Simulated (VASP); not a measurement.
A run of VASP 6.6.1 is set up as follows.

INCAR

```
  ALGO = Normal
  EDIFF = 1E-6
  ENCUT = 520
  GGA = PE
  ISIF = 2
  ISMEAR = -1
  LASPH = T
  LCHARG = T
  LELF = T
  LREAL = F
  LVHAR = T
  LWAVE = F
  NBANDS = 9
  NELM = 100
  PREC = Accurate
  SIGMA = 0.08
```

File KPOINTS:

```
k-points
0
Gamma
  19 19 19
```

POSCAR

```
O
1.0
   -0.9910218647      0.9910218647      0.9910218647
    0.9910218647     -0.9910218647      0.9910218647
    0.9910218647      0.9910218647     -0.9910218647
O
1
Direct
    0.0000000000      0.0000000000      0.0000000000
```

Potentials or basis: VASP PAW PBE potentials, release 64 (O).

Command:

```bash
$ cat potpaw_PBE.64/O/POTCAR > POTCAR
$ mpirun -np 1 vasp_std > vasp.out
```

**Question.** What does it give for the band gap on the k mesh?

**Answer.** Zero (band 3 reaches 19.41 eV, above the bottom of band 4 at 7.67 eV).

**Question.** Estimate the pressure.

**Answer.** 481.5 GPa.
